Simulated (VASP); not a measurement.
Set up this calculation in VASP 6.6.1, as the native input.

* Task: relaxation of the atoms
* Functional: LDA
* Potentials or basis: VASP PAW LDA potentials, release 64 (O)
* Cutoff: 520 eV
* k mesh: 1 × 1 × 1
* Occupations: fermi-dirac, width 0.02 eV
* Spin: collinear spin, ferromagnetic start
* Starting moments: [1.0, 1.0, 1.0, 1.0, 1.0, 1.0, 1.0, 1.0, 1.0, 1.0, 1.0, 1.0, 1.0, 1.0, 1.0, 1.0] μB
* Dipole correction: no
* Further INCAR settings: LREAL = Auto; ALGO = Normal; EDIFF = 1e-06; IBRION = 2; EDIFFG = -0.3; NSW = 35

The structure of O lies in POSCAR:

```
O
1.0
    7.2176520000      0.0000000000      0.0000000000
    0.0000000000      7.2176520000      0.0000000000
    0.0000000000      0.0000000000      7.2176520000
O
16
Direct
    0.1033132000      0.6461125000      0.1615173000
    0.2456262000      0.5569243000      0.1216137000
    0.3128315000      0.7460287000      0.7304234000
    0.1747634000      0.7939046000      0.6385271000
    0.3462105000      0.1905758000      0.5946770000
    0.4784096000      0.2763198000      0.6651835000
    0.8487781000      0.3128103000      0.9436501000
    0.8656741000      0.3274345000      0.7724763000
    0.7265021000      0.0321493000      0.3933053000
    0.5811115000      0.1063618000      0.3371458000
    0.6669005000      0.7353231000      0.9641380000
    0.7065535000      0.7572427000      0.7975637000
    0.2160107000     -0.0277012000      0.1081635000
    0.1202325000      0.1137577000      0.0833496000
    0.5941055000      0.6646811000      0.4256780000
    0.6444335000      0.5005072000      0.4433938000
```

These files were run (other wordings do the same):

INCAR

```
SYSTEM = O
ALGO = Normal
EDIFF = 1E-6
EDIFFG = -0.3
ENCUT = 520
GGA = CA
IBRION = 2
ISIF = 2
ISMEAR = -1
ISPIN = 2
LASPH = .True.
LCHARG = .False.
LORBIT = 11
LREAL = Auto
LWAVE = .False.
MAGMOM = 1 1 1 1 1 1 1 1 1 1 1 1 1 1 1 1
NELM = 150
NSW = 35
PREC = Accurate
SIGMA = 0.02
```

KPOINTS

```
k-points
0
Gamma
  1 1 1
  0 0 0
```

Potentials or basis: VASP PAW LDA potentials, release 64 (O).

Launch:

```bash
$ cat potpaw_LDA.64/O/POTCAR > POTCAR
$ mpirun -np 1 vasp_gam > vasp.out
```

Results of the run:

```
Energy gained by relaxing                             : 10.8 meV/atom
Ionic steps                                           : 4
Pressure after relaxing                               : -0.3 GPa
Largest force after relaxing                          : 0.278 eV/Å
Band gap on the k mesh                                : 1.05 eV
Net moment                                            : 16.00 μB per cell
Site moments                                          : O +0.81, +0.80 μB
Valence electrons inside the program's atomic spheres : O 4.89, 4.88
```

Caveat: the k points lie up to 0.87 Å⁻¹ apart; the standard files for N, O and F lose accuracy on very short bonds; the relaxation stopped at a loose force limit of 0.3 eV/Å, so its end isn't a converged minimum.

Wall time 120 s on 1 thread of Intel(R) Xeon(R) Platinum 8488C (Sapphire Rapids) (shared host), peak memory 0.31 GiB.
